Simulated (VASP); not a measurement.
# SnO (P4/nmm) in VASP: notebook

SnO is run at these levels: PBE; tasks: single point.

Everything below comes from runs of VASP 6.6.1. Logs are shortened: lines on timing, memory, paths and dates and some standing lists are left out, and cuts for length are marked.

**1. The cell of the first run**

The structure is tetragonal, space group P4/nmm (No. 129). Conventional cell: a = 3.802 Å, b = 3.802 Å, c = 4.836 Å, α = 90.00°, β = 90.00°, γ = 90.00°. Sn (site symmetry 4mm) has 4 O at 2.22 Å within 2.9 Å. O (site symmetry -4m2) has 4 Sn at 2.22 Å and 4 O at 2.69 Å within 2.9 Å.

**2. Single point, PBE**

The input, INCAR:

```
SYSTEM = SnO
ALGO = Normal ; EDIFF = 1E-6
ENCUT = 1340 ; GGA = PE
GGA_COMPAT = .FALSE. ; ISIF = 2
ISMEAR = 0 ; LASPH = .TRUE.
LCHARG = .FALSE. ; LREAL = .FALSE.
LWAVE = .FALSE. ; NBANDS = 28
NELM = 120 ; PREC = Accurate
SIGMA = 0.1
```

The input, KPOINTS:

```
k-points
0
G
  4 4 4
  0 0 0
```

The input, POSCAR:

```
SnO
1.0
    3.8020000500      0.0000000000      0.0000000000
    0.0000000000      3.8020000500      0.0000000000
    0.0000000000      0.0000000000      4.8359999700
Sn O
2 2
Direct
    0.0000000000      0.5000000000      0.2385000000
    0.5000000000      0.0000000000      0.7615000000
    0.0000000000      0.0000000000      0.0000000000
    0.5000000000      0.5000000000      0.0000000000
```

Potentials or basis: VASP PAW PBE potentials, release 64 (Sn_d, O_h).

Launch:

```
$ cat potpaw_PBE.64/Sn_d/POTCAR potpaw_PBE.64/O_h/POTCAR > POTCAR
$ mpirun -np 1 vasp_std > vasp.out
```

OUTCAR:

```text
SYSTEM = SnO
   EDIFF = 1E-6
   ENCUT = 1340
   GGA = PE
   ISIF = 2
   ISMEAR = 0
   LASPH = .TRUE.
   LREAL = .FALSE.
   NELM = 120
   PREC = Accurate

 ion  position               nearest neighbor table
   1  0.000  0.500  0.239-   3 2.22   4 2.22   3 2.22   4 2.22   2 3.54   2 3.54   2 3.54   2 3.54
                             2 3.69   2 3.69   2 3.69   2 3.69
   2  0.500  0.000  0.761-   3 2.22   4 2.22   4 2.22   3 2.22   1 3.54   1 3.54   1 3.54   1 3.54
                             1 3.69   1 3.69   1 3.69   1 3.69
   3  0.000  0.000  0.000-   1 2.22   2 2.22   1 2.22   2 2.22
   4  0.500  0.500  0.000-   1 2.22   2 2.22   2 2.22   1 2.22

  LATTYP: Found a simple tetragonal cell.
 ALAT       =     3.8020000500
 C/A-ratio  =     1.2719621006

  Lattice vectors:

 A1 = (   3.8020000500,   0.0000000000,   0.0000000000)
 A2 = (   0.0000000000,   3.8020000500,   0.0000000000)
 A3 = (   0.0000000000,   0.0000000000,   4.8359999700)

Analysis of symmetry for initial positions (statically):
=====================================================================
 Subroutine PRICEL returns:
 Original cell was already a primitive cell.

 Routine SETGRP: Setting up the symmetry group for a
 simple tetragonal supercell.

 Subroutine GETGRP returns: Found 16 space group operations
 (whereof  8 operations were pure point group operations)
 out of a pool of 16 trial point group operations.

The static configuration has the point symmetry D_2d.
 The point group associated with its full space group is D_4h.

Analysis of symmetry for dynamics (positions and initial velocities):
=====================================================================
 Subroutine PRICEL returns:
 Original cell was already a primitive cell.

 Routine SETGRP: Setting up the symmetry group for a
 simple tetragonal supercell.

 Subroutine GETGRP returns: Found 16 space group operations
 (whereof  8 operations were pure point group operations)
 out of a pool of 16 trial point group operations.

The dynamic configuration has the point symmetry D_2d.
 The point group associated with its full space group is D_4h.

 Subroutine INISYM returns: Found 16 space group operations
 (whereof  8 operations are pure point group operations),
 and found     1 'primitive' translations

----------------------------------------------------------------------------------------

                                     Primitive cell

  volume of cell :      69.9054

  direct lattice vectors                    reciprocal lattice vectors
     3.802000050  0.000000000  0.000000000     0.263019460  0.000000000  0.000000000
     0.000000000  3.802000050  0.000000000     0.000000000  0.263019460  0.000000000
     0.000000000  0.000000000  4.835999970     0.000000000  0.000000000  0.206782466

  length of vectors
     3.802000050  3.802000050  4.835999970     0.263019460  0.263019460  0.206782466

  position of ions in fractional coordinates (direct lattice)
     0.000000000  0.500000000  0.238500000
     0.500000000  0.000000000  0.761500000
     0.000000000  0.000000000  0.000000000
     0.500000000  0.500000000  0.000000000

  ion indices of the primitive-cell ions
   primitive index   ion index
                 1           1
                 2           2
                 3           3
                 4           4

----------------------------------------------------------------------------------------

 KPOINTS: k-points

Automatic generation of k-mesh.
 Grid dimensions read from file:
 generate k-points for:    4    4    4

 Generating k-lattice:

  Cartesian coordinates                     Fractional coordinates (reciprocal lattice)
     0.065754865  0.000000000  0.000000000     0.250000000  0.000000000  0.000000000
     0.000000000  0.065754865  0.000000000     0.000000000  0.250000000  0.000000000
     0.000000000  0.000000000  0.051695617     0.000000000  0.000000000  0.250000000

  Length of vectors
     0.065754865  0.065754865  0.051695617

  Shift w.r.t. Gamma in fractional coordinates (k-lattice)
     0.000000000  0.000000000  0.000000000

 Subroutine IBZKPT returns following result:
 ===========================================

 Found     18 irreducible k-points:

 Following reciprocal coordinates:
            Coordinates               Weight
  0.000000  0.000000  0.000000      1.000000
  0.250000  0.000000  0.000000      4.000000
  0.500000  0.000000  0.000000      2.000000
  0.250000  0.250000  0.000000      4.000000
  0.500000  0.250000  0.000000      4.000000
  0.500000  0.500000  0.000000      1.000000
[... 10 lines left out ...]
  0.500000  0.250000  0.500000      4.000000
  0.500000  0.500000  0.500000      1.000000
   k-points           NKPTS =     18   k-points in BZ     NKDIM =     18   number of bands    NBANDS=     28
   number of dos      NEDOS =    301   number of ions     NIONS =      4
   total plane-waves  NPLWV = 138240
   dimension x,y,z NGX =    48 NGY =   48 NGZ =   60
   dimension x,y,z NGXF=    96 NGYF=   96 NGZF=  120
   ions per type =               2   2
   NGX,Y,Z   is equivalent  to a cutoff of  20.99, 20.99, 20.63 a.u.
   NGXF,Y,Z  is equivalent  to a cutoff of  41.98, 41.98, 41.25 a.u.
 SYSTEM =  SnO
   PREC   = accura    normal or accurate (medium, high low for compatibility)
   ISTART =      0    job   : 0-new  1-cont  2-samecut
   ICHARG =      2    charge: 1-file 2-atom 10-const
   ISPIN  =      1    spin polarized calculation?
   LNONCOLLINEAR =      F non collinear calculations
   LSORBIT =      F    spin-orbit coupling
   LASPH  =      T    aspherical Exc in radial PAW
   ENCUT  = 1340.0 eV  98.49 Ry    9.92 a.u.  11.35 11.35 14.43*2*pi/ulx,y,z
   NELM   =    120;   NELMIN=  2; NELMDL= -5     # of ELM steps
   EDIFF  = 0.1E-05   stopping-criterion for ELM
   LREAL  =      F    real-space projection
[... 7 lines left out ...]
   TEBEG  =    0.0;   TEEND  =   0.0 temperature during run
   PSTRESS=    0.0 pullay stress
   NELECT =      40.0000    total number of electrons
   NUPDOWN=      -1.0000    fix difference up-down
   EMIN   =  10.00;   EMAX   =-10.00  energy-range for DOS
   EFERMI =   0.00;   METHOD = LEGACY
   ISMEAR =     0;   SIGMA  =   0.10  broadening in eV -4-tet -1-fermi 0-gaus
   EFERMI_NEDOS =   21; number of points for ismear=-14 and -15
   IALGO  =     38    algorithm
   IMIX   =      4    mixing-type and parameters
     AMIX     =   0.40;   BMIX     =  1.00
     AMIX_MAG =   1.60;   BMIX_MAG =  1.00
  volume/ion in A,a.u.               =      17.48       117.94
  Fermi-wavevector in a.u.,A,eV,Ry     =   1.359121  2.568365 25.132801  1.847209
  Thomas-Fermi vector in A             =   2.485896
   LORBIT       =      0    0 simple, 1 ext, 2 COOP (PROOUT), +10 PAW based schemes
   GGA     = PE    functional components
   LHFCALC =     F    Hartree Fock is set to
   AEXX    =    0.0000 exact exchange contribution
   IVDW    =     0    specifies the selected vdW correction
   LEPSILON=     F    determine dielectric tensor
   LRPA    =     F    only Hartree local field effects (RPA)
 non-spin polarized calculation
 Gauss-broadening in eV      SIGMA  =   0.10
  energy-cutoff  :     1340.00
  volume of cell :       69.91
 maximum number of plane-waves:      7816
 NGX is ok and might be reduce to    48

 number of electron      40.0000000 magnetization

 Free energy of the ion-electron system (eV)
  ---------------------------------------------------
  ext. energy  EPLUGINS =         0.00000000
  ---------------------------------------------------
  free energy    TOTEN  =       -22.67759551 eV

  energy without entropy =      -22.67526492  energy(sigma->0) =      -22.67643022

 E-fermi :   7.4447     XC(G=0): -10.2708

 val. band max:        6.9435208963   @ k =   0.2500   0.0000   0.0000
 cond. band min:       7.4505859196   @ k =   0.0000   0.0000   0.0000
 fundamental gap:      0.5070650233
 Fermi energy:         7.4446769559

 k-point     1 :       0.0000    0.0000    0.0000
  band No.  band energies     occupation
      1     -14.6093      2.00000
      2     -14.1681      2.00000
      3     -14.1681      2.00000
      4     -14.1660      2.00000
      5     -14.1227      2.00000
      6     -14.1152      2.00000
[... 20 lines left out ...]
     27      14.1671      0.00000
     28      14.5805      0.00000

 k-point     2 :       0.2500    0.0000    0.0000
  band No.  band energies     occupation
      1     -14.5770      2.00000
      2     -14.2640      2.00000
      3     -14.1561      2.00000
      4     -14.1539      2.00000
      5     -14.1328      2.00000
      6     -14.1270      2.00000
[... 20 lines left out ...]
     27      14.6615      0.00000
     28      17.8068      0.00000

 k-point     3 :       0.5000    0.0000    0.0000
  band No.  band energies     occupation
      1     -14.4770      2.00000
      2     -14.4770      2.00000
      3     -14.1335      2.00000
      4     -14.1335      2.00000
      5     -14.1305      2.00000
      6     -14.1305      2.00000
[... 20 lines left out ...]
     27      15.9098      0.00000
     28      15.9098      0.00000

 k-point     4 :       0.2500    0.2500    0.0000
  band No.  band energies     occupation
      1     -14.5652      2.00000
      2     -14.3717      2.00000
      3     -14.1622      2.00000
      4     -14.1343      2.00000
      5     -14.1286      2.00000
      6     -14.1266      2.00000
[... 392 lines left out ...]
     27      17.3607      0.00000
     28      17.8608      0.00000

 k-point    17 :       0.5000    0.2500    0.5000
  band No.  band energies     occupation
      1     -14.5062      2.00000
      2     -14.5062      2.00000
      3     -14.1476      2.00000
      4     -14.1476      2.00000
      5     -14.1143      2.00000
      6     -14.1143      2.00000
[... 20 lines left out ...]
     27      17.5640      0.00000
     28      17.5640      0.00000

 k-point    18 :       0.5000    0.5000    0.5000
  band No.  band energies     occupation
      1     -14.5266      2.00000
      2     -14.5266      2.00000
      3     -14.1325      2.00000
      4     -14.1325      2.00000
      5     -14.1012      2.00000
      6     -14.1012      2.00000
[... 20 lines left out ...]
     27      17.5813      0.00000
     28      17.5813      0.00000

------------------------ aborting loop because EDIFF is reached ----------------------------------------

  FORCE on cell =-STRESS in cart. coord.  units (eV):
  Direction    XX          YY          ZZ          XY          YZ          ZX
  --------------------------------------------------------------------------------------
  -------------------------------------------------------------------------------------
  Total        2.0157661      2.0157661      1.5831764      0.0000000     -0.0000000      0.0000000
  in kB       46.1998095     46.1998095     36.2851865      0.0000000     -0.0000000      0.0000000
  external PRESSURE =      42.8949352 kB  Pullay stress =       0.0000000 kB

 VOLUME and BASIS-vectors are now :
 -----------------------------------------------------------------------------
  energy-cutoff  :     1340.00
  volume of cell :       69.91
      direct lattice vectors                 reciprocal lattice vectors
     3.802000050  0.000000000  0.000000000     0.263019460  0.000000000  0.000000000
     0.000000000  3.802000050  0.000000000     0.000000000  0.263019460  0.000000000
     0.000000000  0.000000000  4.835999970     0.000000000  0.000000000  0.206782466

 POSITION                                       TOTAL-FORCE (eV/Angst)
 -----------------------------------------------------------------------------------
      0.00000      1.90100      1.15339        -0.000000      0.000000      0.481005
      1.90100      0.00000      3.68261         0.000000      0.000000     -0.481005
      0.00000      0.00000      0.00000        -0.000000      0.000000     -0.000000
      1.90100      1.90100      0.00000        -0.000000      0.000000     -0.000000
 -----------------------------------------------------------------------------------
    total drift:                                0.000000      0.000000     -0.000000

  FREE ENERGIE OF THE ION-ELECTRON SYSTEM (eV)
  ---------------------------------------------------
  free  energy   TOTEN  =       -22.6775955096 eV

  energy  without entropy=      -22.6752649247  energy(sigma->0) =      -22.67643022
```

Wall time 2 min (1 thread of Intel Xeon Platinum 8259CL at 2.50GHz (Skylake/Cascade Lake), shared host); peak memory 0.4 GiB.

What came out:

```yaml
Free_energy: -22.6776 eV
Pressure: 4.3 GPa
Largest_force: 0.481 eV/Å
Band_gap_on_the_k_mesh: 0.04 eV (least direct gap 1.96 eV)
```

Forces in eV/Å, atoms in the order of the input:
```
Sn   0.000  0.000  0.481
Sn   0.000  0.000 -0.481
O    0.000  0.000  0.000
O    0.000  0.000  0.000
```

Levels at points of the mesh, in eV from the valence-band top:
| k point | band 16 | band 17 | band 18 | band 19 | band 20 | band 21 | band 22 | band 23 | band 24 | band 25 |
| --- | --- | --- | --- | --- | --- | --- | --- | --- | --- | --- |
| (0.00, 0.00, 0.00) | -6.33 | -3.54 | -3.22 | -3.22 | 0.00 | 2.10 | 4.38 | 4.65 | 4.65 | 5.72 |
| (0.50, 0.00, 0.00) | -5.07 | -4.90 | -4.90 | -2.76 | -2.76 | 3.18 | 3.18 | 5.90 | 5.90 | 6.01 |
| (0.50, 0.50, 0.00) | -5.20 | -2.56 | -2.56 | -1.92 | -1.92 | 0.04 | 0.04 | 4.44 | 4.44 | 7.24 |
| (0.00, 0.00, 0.50) | -3.61 | -3.24 | -3.24 | -3.13 | -2.28 | 1.69 | 2.93 | 2.93 | 3.68 | 7.92 |
| (0.50, 0.00, 0.50) | -5.53 | -4.86 | -4.86 | -1.79 | -1.79 | 2.56 | 2.56 | 5.41 | 5.41 | 6.69 |
| (0.50, 0.50, 0.50) | -5.66 | -2.71 | -2.71 | -2.56 | -2.56 | 2.30 | 2.30 | 4.04 | 4.04 | 5.59 |

Caveat: the cell stands under pressure; the smearing spreads over this small gap; semilocal functionals underestimate gaps, and a narrow one can read as zero; spin-orbit coupling is left out, which moves the levels of the heavy elements.

**3. Single point, PBE**

This run uses another cell than the first one, of 18.89 Å³/atom.

The input, INCAR:

```
  PREC = Accurate
  ENCUT = 1340
  EDIFF = 1E-6
  ISMEAR = 0
  SIGMA = 0.1
  LREAL = F
  LASPH = T
  NELM = 120
  ALGO = Normal
  ISIF = 2
  LWAVE = F
  LCHARG = F
  GGA = PE
  NBANDS = 28
  GGA_COMPAT = F
```

The input, KPOINTS:

```
Automatic mesh
0
Gamma
  4 4 4
```

The input, POSCAR:

```
SnO
1.0
    3.8687838546      0.0000000000      0.0000000000
    0.0000000000      3.8687838546      0.0000000000
    0.0000000000      0.0000000000      5.0478737612
Sn O
2 2
Direct
    0.0000000000      0.5000000000      0.2294192738
    0.5000000000      0.0000000000      0.7705807262
    0.0000000000      0.0000000000      0.0000000000
    0.5000000000      0.5000000000      0.0000000000
```

Potentials or basis: VASP PAW PBE potentials, release 64 (Sn_d, O_h).

Launch:

```
$ cat potpaw_PBE.64/Sn_d/POTCAR potpaw_PBE.64/O_h/POTCAR > POTCAR
$ mpirun -np 1 vasp_std > vasp.out
```

Wall time 2.1 min (1 thread of Intel Xeon Platinum 8259CL at 2.50GHz (Skylake/Cascade Lake), shared host); peak memory 0.41 GiB.

Results (log left out):

```yaml
Free_energy: -22.7336 eV
Pressure: 0.2 GPa
Largest_force: 0.069 eV/Å
Band_gap_on_the_k_mesh: 0.49 eV (least direct gap 1.92 eV)
```

Forces on the atoms (eV/Å):
```
Sn   0.000  0.000  0.069
Sn   0.000  0.000 -0.069
O    0.000  0.000  0.000
O    0.000  0.000  0.000
```

Stress tensor (GPa, compression positive):
```
0.19 0.00 0.00
0.00 0.19 0.00
0.00 0.00 0.35
```

Levels at points of the mesh, in eV from the valence-band top:
| k point | band 16 | band 17 | band 18 | band 19 | band 20 | band 21 | band 22 | band 23 | band 24 | band 25 |
| --- | --- | --- | --- | --- | --- | --- | --- | --- | --- | --- |
| (0.00, 0.00, 0.00) | -5.83 | -3.16 | -2.89 | -2.89 | 0.00 | 1.92 | 4.10 | 4.90 | 4.90 | 5.55 |
| (0.50, 0.00, 0.00) | -4.62 | -4.48 | -4.48 | -2.34 | -2.34 | 3.06 | 3.06 | 5.70 | 5.70 | 5.93 |
| (0.50, 0.50, 0.00) | -4.75 | -2.25 | -2.25 | -1.74 | -1.74 | 0.49 | 0.49 | 4.57 | 4.57 | 6.84 |
| (0.00, 0.00, 0.50) | -3.38 | -3.21 | -2.90 | -2.90 | -1.93 | 1.72 | 3.29 | 3.29 | 3.75 | 7.73 |
| (0.50, 0.00, 0.50) | -5.01 | -4.45 | -4.45 | -1.53 | -1.53 | 2.49 | 2.49 | 5.55 | 5.55 | 6.39 |
| (0.50, 0.50, 0.50) | -5.09 | -2.36 | -2.36 | -2.25 | -2.25 | 2.61 | 2.61 | 3.78 | 3.78 | 5.51 |

Caveat: semilocal functionals underestimate gaps, and a narrow one can read as zero; spin-orbit coupling is left out, which moves the levels of the heavy elements. PBE gaps usually lie below the measured ones, often by a third to a half.

**4. Single point, PBE**

This run uses another cell than the first one: it holds 8 atoms, not 4.

The input, INCAR:

```
SYSTEM = SnO
ALGO = Normal ; EDIFF = 1E-6
ENCUT = 1340 ; GGA = PE
GGA_COMPAT = .False. ; ISIF = 2
ISMEAR = 0 ; LASPH = .True.
LCHARG = .True. ; LELF = .True.
LREAL = .False. ; LVHAR = .True.
LWAVE = .False. ; NBANDS = 50
NELM = 120 ; PREC = Accurate
SIGMA = 0.1
```

The input, KPOINTS:

```
k-points
0
Gamma
  4 4 2
  0 0 0
```

The input, POSCAR:

```
SnO
1.0
    3.8677643025      0.0000000000      0.0000000000
    0.0000000000      3.8677643025      0.0000000000
    0.0000000000      0.0000000000     10.1399661051
Sn O
4 4
Direct
    0.0000000000      0.5000000000      0.1143543508
    0.0000000000      0.5000000000      0.6143543508
    0.5000000000      0.0000000000      0.3856456492
    0.5000000000      0.0000000000      0.8856456492
    0.0000000000      0.0000000000      0.5000000000
    0.0000000000      0.0000000000      0.0000000000
    0.5000000000      0.5000000000      0.5000000000
    0.5000000000      0.5000000000      0.0000000000
```

Launch:

```
$ cat potpaw_PBE.64/Sn_d/POTCAR potpaw_PBE.64/O_h/POTCAR > POTCAR
$ mpirun -np 1 vasp_std > vasp.out
```

It took 12 min on 1 thread of AMD EPYC 7R32 (Zen 2), shared host; peak memory 0.73 GiB.

The run converged. Its results:

```
Free energy            : -45.4679 eV
Pressure               : 0.2 GPa
Largest force          : 0.059 eV/Å
Band gap on the k mesh : 0.51 eV
```

Forces on the atoms (eV/Å):
```
Sn   0.000  0.000  0.059
Sn   0.000  0.000  0.059
Sn   0.000  0.000 -0.059
Sn   0.000  0.000 -0.059
O    0.000  0.000  0.000
O    0.000  0.000  0.000
O    0.000  0.000  0.000
O    0.000  0.000  0.000
```

Levels at points of the mesh, in eV from the valence-band top:
```
           k point  band 36  band 37  band 38  band 39  band 40  band 41  band 42  band 43  band 44  band 45
(0.00, 0.00, 0.00)    -2.89    -2.88    -2.88    -1.94     0.00     1.73     1.91     3.32     3.32     3.76
(0.50, 0.00, 0.00)    -4.44    -2.33    -2.33    -1.53    -1.53     2.47     2.47     3.04     3.04     5.56
(0.50, 0.50, 0.00)    -2.24    -2.24    -2.24    -1.74    -1.74     0.51     0.51     2.61     2.61     3.75
(0.00, 0.00, 0.50)    -2.89    -2.89    -2.89    -0.68    -0.68     1.68     1.68     3.82     3.82     3.82
(0.50, 0.00, 0.50)    -4.46    -1.91    -1.91    -1.91    -1.91     2.75     2.75     2.75     2.75     5.74
(0.50, 0.50, 0.50)    -2.24    -2.06    -2.06    -2.06    -2.06     1.26     1.26     1.26     1.26     5.09
```

Caveat: semilocal functionals underestimate gaps, and a narrow one can read as zero; spin-orbit coupling is left out, which moves the levels of the heavy elements. As with any semilocal functional, this PBE gap is likely too small.

**5. The runs side by side**

| cell | k mesh | gap on the mesh (eV) | pressure (GPa) | largest force (eV/Å) |
| --- | --- | --- | --- | --- |
| a = 3.802, b = 3.802, c = 4.836 Å, 4 atoms, atomic positions A | 4 × 4 × 4 | 0.04 | 4.3 | 0.48 |
| a = 3.869, b = 3.869, c = 5.048 Å, 4 atoms, atomic positions B | 4 × 4 × 4 | 0.49 | 0.2 | 0.07 |
| a = 3.868, b = 3.868, c = 10.140 Å, 8 atoms, atomic positions C | 4 × 4 × 2 | 0.51 | 0.2 | 0.06 |

Alike in all rows: task single point; level PBE; potentials or basis VASP PAW PBE potentials, release 64 (Sn_d, O_h); no spin polarisation; cutoff (eV) 1340; smearing gaussian 0.1 eV.

Caveats: semilocal functionals underestimate gaps, and a narrow one can read as zero; spin-orbit coupling is left out, which moves the levels of the heavy elements; the cell stands under pressure (at least some runs); the smearing spreads over this small gap (at least some runs).

Total energies depend on the potentials used, so only differences within one code and one set of settings carry meaning.

The gap in the log of VASP goes by the Fermi energy; the results here count the filled bands.